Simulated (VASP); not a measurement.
# Ge (Imma) in VASP: notebook

The runs below take Ge through single point, with PBEsol.

All numbers are computed with VASP 6.6.1; they aren't measurements. Logs are shortened: lines on timing, memory, paths and dates and some standing lists are left out, and cuts for length are marked.

## Step 1: The cell of the first run

The structure is orthorhombic, space group Imma (No. 74). Conventional cell: a = 3.973 Å, b = 4.037 Å, c = 5.619 Å, α = 90.00°, β = 90.00°, γ = 90.00°. Ge (site symmetry mm2) has 4 Ge at 2.44 to 2.45 Å within 3.2 Å.

## Step 2: Single point, PBEsol (strained cell)

Input file INCAR:

```
PREC     = Accurate       # precision mode
ENCUT    = 500            # plane-wave cutoff, eV
EDIFF    = 1E-6           # SCF threshold, eV
ISMEAR   = 0              # smearing method
SIGMA    = 0.1            # smearing width, eV
LREAL    = F              # projectors in reciprocal space
LASPH    = T              # aspherical terms in the spheres
NELM     = 120            # most SCF steps
ALGO     = Normal         # electronic algorithm
ISIF     = 2              # what is computed and relaxed
LWAVE    = F              # write WAVECAR
LCHARG   = F              # write CHGCAR
GGA      = PS             # functional
NBANDS   = 21             # bands
GGA_COMPAT= F
```

Input file KPOINTS:

```
Automatic mesh
0
Gamma
  12 12 12
```

Input file POSCAR:

```
Ge
1.0
    0.0227029231      2.8321896596      2.8094867364
    2.8321896596      0.0227029231      2.8094867364
    2.8548925827      2.8548925827      0.0000000000
Ge
2
Direct
    0.0011409578      0.0011409578     -0.0011409578
    0.2488590422      0.2488590422      0.2511409578
```

Potentials or basis: VASP PAW PBE potentials, release 64 (Ge_d).

Command:

```sh
> cat potpaw_PBE.64/Ge_d/POTCAR > POTCAR
> mpirun -np 1 vasp_std > vasp.out
```

OUTCAR:

```text
PREC = Accurate
   ENCUT = 500
   EDIFF = 1E-6
   ISMEAR = 0
   LREAL = F
   LASPH = T
   NELM = 120
   ISIF = 2
   GGA = PS

 ion  position               nearest neighbor table
   1  0.001  0.001  0.999-   2 2.44   2 2.44   2 2.45   2 2.45
   2  0.249  0.249  0.251-   1 2.44   1 2.44   1 2.45   1 2.45

  LATTYP: Found a body centered orthorhombic cell.
 ALAT       =     3.9732142461
 B/A-ratio  =     1.0161616161
 C/A-ratio  =     1.4142135623

  Lattice vectors:

 A1 = (   2.8321896596,   0.0227029231,  -2.8094867364)
 A2 = (  -2.8321896596,  -0.0227029231,  -2.8094867364)
 A3 = (   0.0227029231,   2.8321896596,   2.8094867364)

Analysis of symmetry for initial positions (statically):
=====================================================================
 Subroutine PRICEL returns:
 Original cell was already a primitive cell.

 Routine SETGRP: Setting up the symmetry group for a
 body centered orthorhombic supercell.

 Subroutine GETGRP returns: Found  8 space group operations
 (whereof  4 operations were pure point group operations)
 out of a pool of  8 trial point group operations.

The static configuration has the point symmetry C_2v.
 The point group associated with its full space group is D_2h.

Analysis of symmetry for dynamics (positions and initial velocities):
=====================================================================
 Subroutine PRICEL returns:
 Original cell was already a primitive cell.

 Routine SETGRP: Setting up the symmetry group for a
 body centered orthorhombic supercell.

 Subroutine GETGRP returns: Found  8 space group operations
 (whereof  4 operations were pure point group operations)
 out of a pool of  8 trial point group operations.

The dynamic configuration has the point symmetry C_2v.
 The point group associated with its full space group is D_2h.

 Subroutine INISYM returns: Found  8 space group operations
 (whereof  4 operations are pure point group operations),
 and found     1 'primitive' translations

----------------------------------------------------------------------------------------

                                     Primitive cell

  volume of cell :      45.0686

  direct lattice vectors                    reciprocal lattice vectors
     0.022702923  2.832189660  2.809486736    -0.177968450  0.177968450  0.177968450
[... 76 lines left out ...]
 SYSTEM =  unknown system
   PREC   = accura    normal or accurate (medium, high low for compatibility)
   ISTART =      0    job   : 0-new  1-cont  2-samecut
   ICHARG =      2    charge: 1-file 2-atom 10-const
   ISPIN  =      1    spin polarized calculation?
   LNONCOLLINEAR =      F non collinear calculations
   LSORBIT =      F    spin-orbit coupling
   LASPH  =      T    aspherical Exc in radial PAW
   ENCUT  =  500.0 eV  36.75 Ry    6.06 a.u.   7.27  7.27  7.36*2*pi/ulx,y,z
   NELM   =    120;   NELMIN=  2; NELMDL= -5     # of ELM steps
   EDIFF  = 0.1E-05   stopping-criterion for ELM
   LREAL  =      F    real-space projection
   EDIFFG = 0.1E-04   stopping-criterion for IOM
   NSW    =      0    number of steps for IOM
   IBRION =     -1    ionic relax: 0-MD 1-quasi-New 2-CG
   NFREE  =      0    steps in history (QN), initial steepest desc. (CG)
   ISIF   =      2    stress and relaxation
   ISYM   =      2    0-nonsym 1-usesym 2-fastsym
   POTIM  = 0.5000    time-step for ionic-motion
   TEBEG  =    0.0;   TEEND  =   0.0 temperature during run
   PSTRESS=    0.0 pullay stress
   NELECT =      28.0000    total number of electrons
   NUPDOWN=      -1.0000    fix difference up-down
   EMIN   =  10.00;   EMAX   =-10.00  energy-range for DOS
   EFERMI =   0.00;   METHOD = LEGACY
   ISMEAR =     0;   SIGMA  =   0.10  broadening in eV -4-tet -1-fermi 0-gaus
   EFERMI_NEDOS =   21; number of points for ismear=-14 and -15
   IALGO  =     38    algorithm
   IMIX   =      4    mixing-type and parameters
     AMIX     =   0.40;   BMIX     =  1.00
     AMIX_MAG =   1.60;   BMIX_MAG =  1.00
  volume/ion in A,a.u.               =      22.53       152.07
  Fermi-wavevector in a.u.,A,eV,Ry     =   1.396914  2.639784 26.549974  1.951368
  Thomas-Fermi vector in A             =   2.520221
   LORBIT       =      0    0 simple, 1 ext, 2 COOP (PROOUT), +10 PAW based schemes
   GGA     = PS    functional components
   LHFCALC =     F    Hartree Fock is set to
   AEXX    =    0.0000 exact exchange contribution
   IVDW    =     0    specifies the selected vdW correction
   LEPSILON=     F    determine dielectric tensor
   LRPA    =     F    only Hartree local field effects (RPA)
 non-spin polarized calculation
 Gauss-broadening in eV      SIGMA  =   0.10
  energy-cutoff  :      500.00
  volume of cell :       45.07
 maximum number of plane-waves:      1165
 NGX is ok and might be reduce to    30
   NGX = 15   NGY = 15   NGZ = 15

 number of electron      28.0000020 magnetization

 Free energy of the ion-electron system (eV)
  ---------------------------------------------------
  ext. energy  EPLUGINS =         0.00000000
  ---------------------------------------------------
  free energy    TOTEN  =        -9.86917369 eV

  energy without entropy =       -9.86888993  energy(sigma->0) =       -9.86903181

 E-fermi :   4.9272     XC(G=0): -10.1512

 val. band max:        4.8150967854   @ k =   0.0000   0.0000   0.0000
 cond. band min:       4.9311124887   @ k =   0.0000   0.0000   0.0000
 fundamental gap:      0.1160157033
 Fermi energy:         4.9271579826

 k-point     1 :       0.0000    0.0000    0.0000
  band No.  band energies     occupation
      1     -19.8680      2.00000
      2     -19.8642      2.00000
      3     -19.8560      2.00000
      4     -19.8260      2.00000
      5     -19.8253      2.00000
      6     -19.6194      2.00000
[... 565 lines left out ...]
     20      14.4810      0.00000
     21      15.2268      0.00000

 [... further k-points ...]
[... 5 lines left out ...]
  --------------------------------------------------------------------------------------
  -------------------------------------------------------------------------------------
  Total        0.0932527      0.0932527      0.2485412     -0.2665035      0.0000000      0.0000000
  in kB        3.3151111      3.3151111      8.8355824     -9.4741382      0.0000000      0.0000000
  external PRESSURE =       5.1552682 kB  Pullay stress =       0.0000000 kB

 VOLUME and BASIS-vectors are now :
 -----------------------------------------------------------------------------
  energy-cutoff  :      500.00
  volume of cell :       45.07
      direct lattice vectors                 reciprocal lattice vectors
     0.022702923  2.832189660  2.809486736    -0.177968450  0.177968450  0.177968450
     2.832189660  0.022702923  2.809486736     0.177968450 -0.177968450  0.177968450
     2.854892583  2.854892583  0.000000000     0.175137938  0.175137938 -0.177968450

 POSITION                                       TOTAL-FORCE (eV/Angst)
 -----------------------------------------------------------------------------------
      2.85489      2.85489      0.00641        -0.000000     -0.000000     -0.001870
      1.42745      1.42745      1.39833         0.000000      0.000000      0.001870
 -----------------------------------------------------------------------------------
    total drift:                                0.000000      0.000000     -0.000000

  FREE ENERGIE OF THE ION-ELECTRON SYSTEM (eV)
  ---------------------------------------------------
  free  energy   TOTEN  =        -9.8691736936 eV

  energy  without entropy=       -9.8688899291  energy(sigma->0) =       -9.86903181
```

Wall time 84 s (1 thread of Intel Xeon 6975P-C (Granite Rapids), shared host); peak memory 0.31 GiB.

What came out:

```
Free energy : -9.8692 eV
Pressure    : 0.5 GPa
```

Stress tensor (GPa, compression positive):
```
 0.33 -0.95  0.00
-0.95  0.33  0.00
 0.00  0.00  0.88
```

Caveat: the cell differs from its parent crystal (strained cell); the PAW data sets were made with another functional, which shifts forces and pressure a little.

## Step 3: Single point, PBEsol (strained cell)

Input file INCAR:

```
SYSTEM = Ge
  PREC = Accurate
  ENCUT = 500
  EDIFF = 1E-6
  ISMEAR = 0
  SIGMA = 0.1
  LREAL = .False.
  LASPH = .True.
  NELM = 120
  ALGO = Normal
  ISIF = 2
  LWAVE = .False.
  LCHARG = .True.
  GGA = PS
  LELF = .True.
  LVHAR = .True.
  NBANDS = 21
  GGA_COMPAT = .False.
```

Input file KPOINTS:

```
Automatic mesh
0
Gamma
  12 12 12
  0 0 0
```

Input file POSCAR:

```
Ge
1.0
    0.0214212538      2.8309079902      2.8094867364
    2.8309079902      0.0214212538      2.8094867364
    2.8523292440      2.8523292440      0.0000000000
Ge
2
Direct
    0.0010809082      0.0010809082     -0.0010809082
    0.2489190918      0.2489190918      0.2510809082
```

Potentials or basis: VASP PAW PBE potentials, release 64 (Ge_d).

Command:

```sh
> cat potpaw_PBE.64/Ge_d/POTCAR > POTCAR
> mpirun -np 1 vasp_std > vasp.out
```

Wall time 88 s (1 thread of Intel Xeon 6975P-C (Granite Rapids), shared host); peak memory 0.31 GiB.

Results (log left out):

```yaml
Free_energy: -9.8692 eV
Pressure: 0.6 GPa
```

Forces in eV/Å, atoms in the order of the input:
```
Ge   0.000  0.000 -0.002
Ge   0.000  0.000  0.002
```

Stress tensor (GPa, compression positive):
```
 0.40 -0.90  0.00
-0.90  0.40  0.00
 0.00  0.00  0.93
```

Levels at points of the mesh, in eV from the Fermi level:
```csv
k point,band 11,band 12,band 13,band 14,band 15,band 16,band 17,band 18
"(0.00, 0.00, 0.00)",-12.86,-0.11,0.01,0.01,0.03,2.45,2.50,2.60
"(0.50, 0.00, 0.00)",-10.72,-7.67,-1.54,-1.42,0.03,3.61,3.71,6.90
"(0.50, 0.50, 0.00)",-8.96,-8.89,-3.26,-3.07,0.47,0.72,9.47,9.57
"(0.00, 0.00, 0.50)",-10.79,-7.69,-1.41,-1.39,0.19,3.72,3.73,6.99
"(0.50, 0.00, 0.50)",-8.96,-8.96,-3.11,-3.11,0.65,0.65,9.49,9.49
```

Caveat: the cell differs from its parent crystal (strained cell); the PAW data sets were made with another functional, which shifts forces and pressure a little.

## Step 4: Single point, PBEsol

Input file INCAR:

```
PREC = Accurate ; ENCUT = 500
EDIFF = 1E-6 ; ISMEAR = 0
SIGMA = 0.01 ; LREAL = False
LASPH = True ; NELM = 120
ALGO = Normal ; ISIF = 2
LWAVE = False ; LCHARG = False
GGA = PS ; NBANDS = 21
GGA_COMPAT = False
```

Input file KPOINTS:

```
regular mesh
0
Gamma
  12 12 12
```

POSCAR is that of step 3.

Command:

```sh
> cat potpaw_PBE.64/Ge_d/POTCAR > POTCAR
> mpirun -np 1 vasp_std > vasp.out
```

Run time: 87 s. Hardware: 1 thread of Intel Xeon 6975P-C (Granite Rapids), shared host; peak memory 0.31 GiB.

It converged, with:

```yaml
Free_energy: -9.8690 eV
Pressure: 0.6 GPa
Largest_force: 0.003 eV/Å
Band_gap_on_the_k_mesh: 0.01 eV, direct
```

Forces in eV/Å, atoms in the order of the input:
```
Ge   0.000  0.000 -0.003
Ge   0.000  0.000  0.003
```

Stress tensor (GPa, compression positive):
```
 0.43 -0.91  0.00
-0.91  0.43  0.00
 0.00  0.00  0.97
```

Levels at points of the mesh, in eV from the valence-band top:
| k point | band 10 | band 11 | band 12 | band 13 | band 14 | band 15 | band 16 | band 17 | band 18 | band 19 |
| --- | --- | --- | --- | --- | --- | --- | --- | --- | --- | --- |
| (0.00, 0.00, 0.00) | -24.54 | -12.88 | -0.12 | 0.00 | 0.00 | 0.01 | 2.44 | 2.48 | 2.58 | 6.20 |
| (0.50, 0.00, 0.00) | -24.51 | -10.73 | -7.68 | -1.55 | -1.44 | 0.02 | 3.60 | 3.69 | 6.88 | 10.46 |
| (0.50, 0.50, 0.00) | -24.50 | -8.97 | -8.90 | -3.27 | -3.09 | 0.46 | 0.70 | 9.46 | 9.55 | 11.53 |
| (0.00, 0.00, 0.50) | -24.51 | -10.80 | -7.70 | -1.42 | -1.40 | 0.18 | 3.71 | 3.72 | 6.98 | 10.32 |
| (0.50, 0.00, 0.50) | -24.50 | -8.97 | -8.97 | -3.13 | -3.13 | 0.64 | 0.64 | 9.48 | 9.48 | 11.52 |

Caveat: the PAW data sets were made with another functional, which shifts forces and pressure a little. A k mesh can miss the band edges.

## Step 5: The runs side by side

| cell | smearing | pressure (GPa) |
| --- | --- | --- |
| a = 3.989, b = 3.989, c = 4.037 Å, angles 59.6, 59.6, 59.7°, 2 atoms | gaussian 0.1 eV | 0.5 |
| a = 3.988, b = 3.988, c = 4.034 Å, angles 59.6, 59.6, 59.7°, 2 atoms | gaussian 0.1 eV | 0.6 |
| a = 3.988, b = 3.988, c = 4.034 Å, angles 59.6, 59.6, 59.7°, 2 atoms | gaussian 0.01 eV | 0.6 |

Alike in all rows: task single point; level PBEsol; potentials or basis VASP PAW PBE potentials, release 64 (Ge_d); no spin polarisation; k mesh 12 × 12 × 12; cutoff (eV) 500.

Caveats: the PAW data sets were made with another functional, which shifts forces and pressure a little.

Total energies depend on the potentials used, so only differences within one code and one set of settings carry meaning.
